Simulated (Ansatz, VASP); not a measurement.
# One calculation of Ta5Ru, two programs

File INCAR:

```
PREC     = Accurate       # precision mode
ENCUT    = 600            # plane-wave cutoff, eV
EDIFF    = 1E-7           # SCF threshold, eV
ISMEAR   = 0              # smearing method
SIGMA    = 0.1            # smearing width, eV
LREAL    = F              # projectors in reciprocal space
LASPH    = T              # aspherical terms in the spheres
NELM     = 60             # most SCF steps
ALGO     = Fast           # electronic algorithm
ISIF     = 3              # what is computed and relaxed
LWAVE    = F              # write WAVECAR
LCHARG   = F              # write CHGCAR
GGA      = PE             # functional
IBRION   = 2              # ionic algorithm
NSW      = 90             # ionic steps
EDIFFG   = -0.04          # ionic threshold
```

File KPOINTS:

```
Automatic mesh
0
Gamma
  6 6 2
```

POSCAR

```
Ta5Ru
1.0
    3.1875843200      0.0000000000      0.0000000000
    0.0000000000      3.1875843200      0.0000000000
    0.0000000000      0.0000000000      9.5627529700
Ta Ru
5 1
Direct
    0.0000000000      0.0000000000      0.1666666700
    0.5000000000      0.5000000000      0.3333333300
    0.5000000000      0.5000000000      0.6666666700
    0.0000000000      0.0000000000      0.8333333300
    0.5000000000      0.5000000000      0.0000000000
    0.0000000000      0.0000000000      0.5000000000
```

Input for Ansatz:

```yaml
crystal:
  lattice:
    - [3.18758432, 0.0, 0.0]
    - [0.0, 3.18758432, 0.0]
    - [0.0, 0.0, 9.56275297]
  atoms:
    - { symbol: Ta, position: [0.0, 0.0, 0.16666667] }
    - { symbol: Ta, position: [0.5, 0.5, 0.33333333] }
    - { symbol: Ta, position: [0.5, 0.5, 0.66666667] }
    - { symbol: Ta, position: [0.0, 0.0, 0.83333333] }
    - { symbol: Ta, position: [0.5, 0.5, 0.0] }
    - { symbol: Ru, position: [0.0, 0.0, 0.5] }
basis:
  ecutwfc: 420
kpoints:
  mp_grid: { grid: [6, 6, 2] }
hamiltonian:
  xc: pbe
scf:
  occupations: { method: gaussian, width: 0.1 }
  lower_state_search: "off"
output:
  forces: true
  stress: true
  eigenvalues: true
relax:
  adjacent_minimum: "off"
  f_tol: 0.04
  max_steps: 70
  cell: { stress_tol: 0.4 }
```

Alike in both runs: task relaxation of cell and atoms; functional PBE; k mesh 6 × 6 × 2; occupations gaussian, width 0.1 eV; no spin polarisation.

```csv
,VASP,Ansatz
version,VASP 6.6.1,Ansatz 0.2.0
potentials or method,"VASP PAW PBE potentials, release 64 (Ta_pv, Ru_pv), cutoff 600 eV","scalar-relativistic, plane waves, PAW"
valence electrons in the cell,69,81
```

```csv
,VASP,Ansatz,Ansatz less VASP
"gap on the k mesh at the Fermi level, each at its own relaxed structure (eV)",none,none,-
relaxed volume (Å³/atom),17.49,17.47,-0.030
relaxed cell length with the largest relative difference (Å),9.902,9.933,+0.0305
```

A gap of «none» marks a metal or a gap that the smearing closes. VASP's potentials hold 69 valence electrons a cell and Ansatz's 81, so a difference there can come from the potentials and not from the codes.

Spin-orbit coupling is off throughout.
